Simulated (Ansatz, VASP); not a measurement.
# One calculation of LiF, two programs

```xyz
2
Lattice="0.0000 1.9949 1.9949 1.9949 0.0000 1.9949 1.9949 1.9949 0.0000" Properties=species:S:1:pos:R:3 pbc="T T T"
Li    0.0000    0.0000    0.0000
F     1.9949    1.9949    1.9949
```

Alike in both runs: task single point; functional r2SCAN; k mesh 10 × 10 × 10; no spin polarisation.

|  | VASP | Ansatz |
| --- | --- | --- |
| version | VASP 6.6.1 | Ansatz 0.2.0 |
| potentials or method | VASP PAW PBE potentials, release 64 (Li_sv, F) | plane waves, PAW |
| plane-wave cutoff (eV) | 520 | 500 |
| occupations | gaussian, width 0.01 eV | fixed |
| valence electrons in the cell | 10 | 10 |

VASP gave:

* gap on the k mesh at the Fermi level (eV): 10.55

Task: What did Ansatz give for the same quantities?

Result: gap on the k mesh at the Fermi level (eV): 10.33.

VASP's potentials were made for PBE, not for r2SCAN.

Noted on VASP's run: the cutoff is short for stress, so the pressure is rough.
